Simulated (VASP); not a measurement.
# WSe2 (Cmcm) in VASP: single point with PBEsol+D3(BJ)

Aim: the single point of WSe2 with PBEsol+D3(BJ).

Everything below comes from runs of VASP 6.6.1. Logs are shortened: lines on timing, memory, paths and dates and some standing lists are left out, and cuts for length are marked.

## Step 1: The cell of the first run

The structure is orthorhombic, space group Cmcm (No. 63). Conventional cell: a = 3.311 Å, b = 5.595 Å, c = 12.415 Å, α = 90.00°, β = 90.00°, γ = 90.00°. Within 3.4 Å of W (site symmetry m2m) lie 6 Se at 2.51 to 2.54 Å and 6 W at 3.25 to 3.31 Å. Within 3.5 Å of Se (site symmetry m) lie 3 W at 2.51 to 2.54 Å and 10 Se at 3.25 to 3.42 Å.

## Step 2: Single point, PBEsol+D3(BJ) (strain +0.0250 x Voigt [1, 0, 0, 0, 0, 0])

The input, INCAR:

```
SYSTEM = WSe2
PREC     = Accurate       ! precision mode
ENCUT    = 520            ! plane-wave cutoff, eV
EDIFF    = 1E-6           ! SCF threshold, eV
ISMEAR   = 0              ! smearing method
SIGMA    = 0.05           ! smearing width, eV
LREAL    = .FALSE.        ! projectors in reciprocal space
LASPH    = .TRUE.         ! aspherical terms in the spheres
NELM     = 60             ! most SCF steps
ALGO     = Normal         ! electronic algorithm
ISIF     = 2              ! what is computed and relaxed
LWAVE    = .FALSE.        ! write WAVECAR
LCHARG   = .TRUE.         ! write CHGCAR
GGA      = PS             ! functional
IVDW     = 12             ! dispersion correction
LELF     = .TRUE.         ! ELF
LVHAR    = .TRUE.       
NBANDS   = 35             ! bands
LUSENCCL = .FALSE.
```

The input, KPOINTS:

```
Automatic mesh
0
G
  12 12 4
  0 0 0
```

The input, POSCAR:

```
WSe2
1.0
    3.3112171764      0.0000000000      0.0000000000
   -1.6556085882      2.7976567729      0.0000000000
    0.0000000000      0.0000000000     12.4145017028
W Se
2 4
Direct
    0.3333333333      0.6666666667      0.2500000000
    0.6666666667      0.3333333333      0.7500000000
    0.3333333333      0.6666666667      0.6145805872
    0.6666666667      0.3333333333      0.1145805872
    0.3333333333      0.6666666667      0.8854194128
    0.6666666667      0.3333333333      0.3854194128
```

Potentials or basis: VASP PAW PBE potentials, release 64 (W_sv, Se).

Run with:

```bash
cat potpaw_PBE.64/W_sv/POTCAR potpaw_PBE.64/Se/POTCAR > POTCAR
mpirun -np 1 vasp_std > vasp.out
```

OUTCAR:

```text
SYSTEM = WSe2
   PREC = Accurate
   ENCUT = 520
   EDIFF = 1E-6
   ISMEAR = 0
   LREAL = .FALSE.
   LASPH = .TRUE.
   NELM = 60
   ISIF = 2
   GGA = PS
   IVDW = 12
 IVDW          = 12

 ion  position               nearest neighbor table
   1  0.333  0.667  0.250-   4 2.51   6 2.51   4 2.54   6 2.54   4 2.54   6 2.54
   2  0.667  0.333  0.750-   3 2.51   5 2.51   3 2.54   5 2.54   3 2.54   5 2.54
   3  0.333  0.667  0.615-   2 2.51   2 2.54   2 2.54
   4  0.667  0.333  0.115-   1 2.51   1 2.54   1 2.54
   5  0.333  0.667  0.885-   2 2.51   2 2.54   2 2.54
   6  0.667  0.333  0.385-   1 2.51   1 2.54   1 2.54

  Warning from LATTYP: Monoclinic adjustment (A1->A3, A2->A1, A3->A2)!
  LATTYP: Found a base centered orthorhombic cell.
 ALAT       =     3.3112171764
 B/A-ratio  =     1.6898056659
 C/A-ratio  =     3.7492260524

  Lattice vectors:

 A1 = (   1.6556085882,  -2.7976567729,   0.0000000000)
 A2 = (   1.6556085882,   2.7976567729,   0.0000000000)
 A3 = (   0.0000000000,   0.0000000000,  12.4145017028)

Analysis of symmetry for initial positions (statically):
=====================================================================
 Subroutine PRICEL returns:
 Original cell was already a primitive cell.

 Routine SETGRP: Setting up the symmetry group for a
 base centered orthorhombic supercell.

 Subroutine GETGRP returns: Found  8 space group operations
 (whereof  4 operations were pure point group operations)
 out of a pool of  8 trial point group operations.

The static configuration has the point symmetry C_2h.
 The point group associated with its full space group is D_2h.

Analysis of symmetry for dynamics (positions and initial velocities):
=====================================================================
 Subroutine PRICEL returns:
 Original cell was already a primitive cell.

 Routine SETGRP: Setting up the symmetry group for a
 base centered orthorhombic supercell.

 Subroutine GETGRP returns: Found  8 space group operations
 (whereof  4 operations were pure point group operations)
 out of a pool of  8 trial point group operations.

The dynamic configuration has the point symmetry C_2h.
 The point group associated with its full space group is D_2h.

 Subroutine INISYM returns: Found  8 space group operations
 (whereof  4 operations are pure point group operations),
 and found     1 'primitive' translations

----------------------------------------------------------------------------------------

                                     Primitive cell

  volume of cell :     115.0036

  direct lattice vectors                    reciprocal lattice vectors
     3.311217176  0.000000000  0.000000000     0.302003749  0.178720994 -0.000000000
    -1.655608588  2.797656773  0.000000000     0.000000000  0.357441988  0.000000000
     0.000000000  0.000000000 12.414501703     0.000000000 -0.000000000  0.080550958

  length of vectors
     3.311217176  3.250834234 12.414501703     0.350923721  0.357441988  0.080550958

  position of ions in fractional coordinates (direct lattice)
     0.333333333  0.666666667  0.250000000
     0.666666667  0.333333333  0.750000000
     0.333333333  0.666666667  0.614580587
     0.666666667  0.333333333  0.114580587
     0.333333333  0.666666667  0.885419413
     0.666666667  0.333333333  0.385419413

  ion indices of the primitive-cell ions
   primitive index   ion index
                 1           1
                 2           2
                 3           3
                 4           4
                 5           5
                 6           6

----------------------------------------------------------------------------------------

 KPOINTS: Automatic mesh

Automatic generation of k-mesh.
 Grid dimensions read from file:
 generate k-points for:   12   12    4

 Generating k-lattice:

  Cartesian coordinates                     Fractional coordinates (reciprocal lattice)
     0.025166979  0.014893416 -0.000000000     0.083333333  0.000000000  0.000000000
     0.000000000  0.029786832  0.000000000     0.000000000  0.083333333  0.000000000
     0.000000000 -0.000000000  0.020137739     0.000000000  0.000000000  0.250000000

  Length of vectors
     0.029243643  0.029786832  0.020137739

  Shift w.r.t. Gamma in fractional coordinates (k-lattice)
     0.000000000  0.000000000  0.000000000

 Subroutine IBZKPT returns following result:
 ===========================================

 Found    129 irreducible k-points:

 Following reciprocal coordinates:
            Coordinates               Weight
  0.000000  0.000000  0.000000      1.000000
  0.083333  0.000000  0.000000      4.000000
  0.166667  0.000000  0.000000      4.000000
  0.250000  0.000000  0.000000      4.000000
  0.333333  0.000000  0.000000      4.000000
  0.416667  0.000000  0.000000      4.000000
[... 16 lines left out ...]
  0.333333  0.166667  0.000000      4.000000
  0.416667  0.166667  0.000000      4.000000
 [... further k-points ...]
   k-points           NKPTS =    129   k-points in BZ     NKDIM =    129   number of bands    NBANDS=     35
   number of dos      NEDOS =    301   number of ions     NIONS =      6
   total plane-waves  NPLWV =  64512
   dimension x,y,z NGX =    28 NGY =   24 NGZ =   96
   dimension x,y,z NGXF=    56 NGYF=   48 NGZF=  192
   ions per type =               2   4
   NGX,Y,Z   is equivalent  to a cutoff of  14.06, 12.27, 12.86 a.u.
   NGXF,Y,Z  is equivalent  to a cutoff of  28.12, 24.55, 25.71 a.u.
 SYSTEM =  WSe2
   PREC   = accura    normal or accurate (medium, high low for compatibility)
   ISTART =      0    job   : 0-new  1-cont  2-samecut
   ICHARG =      2    charge: 1-file 2-atom 10-const
   ISPIN  =      1    spin polarized calculation?
   LNONCOLLINEAR =      F non collinear calculations
   LSORBIT =      F    spin-orbit coupling
   LASPH  =      T    aspherical Exc in radial PAW
   ENCUT  =  520.0 eV  38.22 Ry    6.18 a.u.   6.16  6.04 23.08*2*pi/ulx,y,z
   NELM   =     60;   NELMIN=  2; NELMDL= -5     # of ELM steps
   EDIFF  = 0.1E-05   stopping-criterion for ELM
   LREAL  =      F    real-space projection
   EDIFFG = 0.1E-04   stopping-criterion for IOM
   NSW    =      0    number of steps for IOM
   IBRION =     -1    ionic relax: 0-MD 1-quasi-New 2-CG
   NFREE  =      0    steps in history (QN), initial steepest desc. (CG)
   ISIF   =      2    stress and relaxation
   ISYM   =      2    0-nonsym 1-usesym 2-fastsym
   POTIM  = 0.5000    time-step for ionic-motion
   TEBEG  =    0.0;   TEEND  =   0.0 temperature during run
   PSTRESS=    0.0 pullay stress
   NELECT =      52.0000    total number of electrons
   NUPDOWN=      -1.0000    fix difference up-down
   EMIN   =  10.00;   EMAX   =-10.00  energy-range for DOS
   EFERMI =   0.00;   METHOD = LEGACY
   ISMEAR =     0;   SIGMA  =   0.05  broadening in eV -4-tet -1-fermi 0-gaus
   EFERMI_NEDOS =   21; number of points for ismear=-14 and -15
   IALGO  =     38    algorithm
   IMIX   =      4    mixing-type and parameters
     AMIX     =   0.40;   BMIX     =  1.00
     AMIX_MAG =   1.60;   BMIX_MAG =  1.00
  volume/ion in A,a.u.               =      19.17       129.35
  Fermi-wavevector in a.u.,A,eV,Ry     =   1.256528  2.374493 21.481728  1.578862
  Thomas-Fermi vector in A             =   2.390232
   LORBIT       =      0    0 simple, 1 ext, 2 COOP (PROOUT), +10 PAW based schemes
   GGA     = PS    functional components
   LHFCALC =     F    Hartree Fock is set to
   AEXX    =    0.0000 exact exchange contribution
   IVDW    =    12    specifies the selected vdW correction
   LEPSILON=     F    determine dielectric tensor
   LRPA    =     F    only Hartree local field effects (RPA)
 non-spin polarized calculation
 Gauss-broadening in eV      SIGMA  =   0.05
  energy-cutoff  :      520.00
  volume of cell :      115.00
 maximum number of plane-waves:      3132
 NGX is ok and might be reduce to    28
   NGX = 13   NGY = 13   NGZ = 47

 number of electron      52.0000009 magnetization

 Free energy of the ion-electron system (eV)
  ---------------------------------------------------
  ext. energy  EPLUGINS =         0.00000000
  ---------------------------------------------------
  free energy    TOTEN  =       -46.45491424 eV

  energy without entropy =      -46.45491424  energy(sigma->0) =      -46.45491424

 E-fermi :   7.2945     XC(G=0): -11.2688

 val. band max:        6.9046411963   @ k =   0.0000   0.0000   0.0000
 cond. band min:       7.6101978964   @ k =   0.1667   0.1667   0.0000
 fundamental gap:      0.7055567001
 Fermi energy:         7.2945337719

 k-point     1 :       0.0000    0.0000    0.0000
  band No.  band energies     occupation
      1     -67.4887      2.00000
      2     -67.4886      2.00000
      3     -31.7508      2.00000
      4     -31.7507      2.00000
      5     -31.6208      2.00000
      6     -31.6208      2.00000
[... 27 lines left out ...]
     34       9.9178      0.00000
     35      11.3747      0.00000

 k-point     2 :       0.0833    0.0000    0.0000
  band No.  band energies     occupation
      1     -67.4879      2.00000
      2     -67.4879      2.00000
      3     -31.7476      2.00000
      4     -31.7476      2.00000
      5     -31.6343      2.00000
      6     -31.6343      2.00000
[... 27 lines left out ...]
     34       9.7874      0.00000
     35      12.0131      0.00000

 k-point     3 :       0.1667    0.0000    0.0000
  band No.  band energies     occupation
      1     -67.4859      2.00000
      2     -67.4859      2.00000
      3     -31.7390      2.00000
      4     -31.7390      2.00000
      5     -31.6756      2.00000
      6     -31.6756      2.00000
[... 27 lines left out ...]
     34      10.2569      0.00000
     35      12.9760      0.00000
[... 723 lines left out ...]
 k-point    23 :       0.3333    0.1667    0.0000
  band No.  band energies     occupation
      1     -67.4774      2.00000
      2     -67.4774      2.00000
      3     -31.8249      2.00000
      4     -31.8249      2.00000
      5     -31.7025      2.00000
      6     -31.7025      2.00000
[... 27 lines left out ...]
     34      11.5018      0.00000
     35      11.7816      0.00000

 k-point    24 :       0.4167    0.1667    0.0000
  band No.  band energies     occupation
      1     -67.4769      2.00000
      2     -67.4769      2.00000
      3     -31.8343      2.00000
      4     -31.8343      2.00000
      5     -31.7003      2.00000
      6     -31.7002      2.00000
[... 27 lines left out ...]
     34      11.5550      0.00000
     35      11.7229      0.00000

 [... further k-points ...]

------------------------ aborting loop because EDIFF is reached ----------------------------------------

 Edisp (eV)   -2.78913

 E8    (eV) :    -1.8762

  FORCE on cell =-STRESS in cart. coord.  units (eV):
  Direction    XX          YY          ZZ          XY          YZ          ZX
  --------------------------------------------------------------------------------------
  -------------------------------------------------------------------------------------
  Total      -4.15456    -0.88145    -1.49428     0.00000     0.00000     0.00000
  in kB     -57.87940   -12.28000   -20.81766     0.00000     0.00000     0.00000
  external pressure =      -30.33 kB  Pullay stress =        0.00 kB

 VOLUME and BASIS-vectors are now :
 -----------------------------------------------------------------------------
  energy-cutoff  :      520.00
  volume of cell :      115.00
      direct lattice vectors                 reciprocal lattice vectors
     3.311217176  0.000000000  0.000000000     0.302003749  0.178720994 -0.000000000
    -1.655608588  2.797656773  0.000000000     0.000000000  0.357441988  0.000000000
     0.000000000  0.000000000 12.414501703     0.000000000 -0.000000000  0.080550958

 POSITION                                       TOTAL-FORCE (eV/Angst)
 -----------------------------------------------------------------------------------
     -0.00000      1.86510      3.10363         0.000000     -0.185008     -0.000000
      1.65561      0.93255      9.31088        -0.000000      0.185008     -0.000000
     -0.00000      1.86510      7.62971        -0.000000     -0.097438      0.207603
      1.65561      0.93255      1.42246         0.000000      0.097438      0.207603
     -0.00000      1.86510     10.99204        -0.000000     -0.097438     -0.207603
      1.65561      0.93255      4.78479         0.000000      0.097438     -0.207603
 -----------------------------------------------------------------------------------
    total drift:                                0.000000      0.000000      0.000000

  FREE ENERGIE OF THE ION-ELECTRON SYSTEM (eV)
  ---------------------------------------------------
  free  energy   TOTEN  =       -49.2440411049 eV

  energy  without entropy=      -49.2440411049  energy(sigma->0) =      -49.24404110
```

Run time: 7.4 min. Hardware: 1 × NVIDIA H100 80GB with 1 thread of AMD EPYC 7R13 (Zen 3), shared host; peak memory 1.6 GiB.

Results:

```yaml
Free_energy: -49.2440 eV
Pressure: -3.0 GPa
Largest_force: 0.229 eV/Å
Band_gap_on_the_k_mesh: 0.71 eV (least direct gap 1.54 eV)
Dispersion_energy_per_atom: -0.465 eV
```

Forces in eV/Å, atoms in the order of the input:
```
W    0.000 -0.185  0.000
W    0.000  0.185  0.000
Se   0.000 -0.097  0.208
Se   0.000  0.097  0.208
Se   0.000 -0.097 -0.208
Se   0.000  0.097 -0.208
```

Stress tensor (GPa, compression positive):
```
-5.79  0.00  0.00
 0.00 -1.23  0.00
 0.00  0.00 -2.08
```

Caveat: the cell differs from its parent crystal (strain +0.0250 x Voigt [1, 0, 0, 0, 0, 0]); the cell stands under tension; the PAW data sets were made with another functional, which shifts forces and pressure a little; spin-orbit coupling is left out, which moves the levels of the heavy elements. A k mesh can miss the band edges.
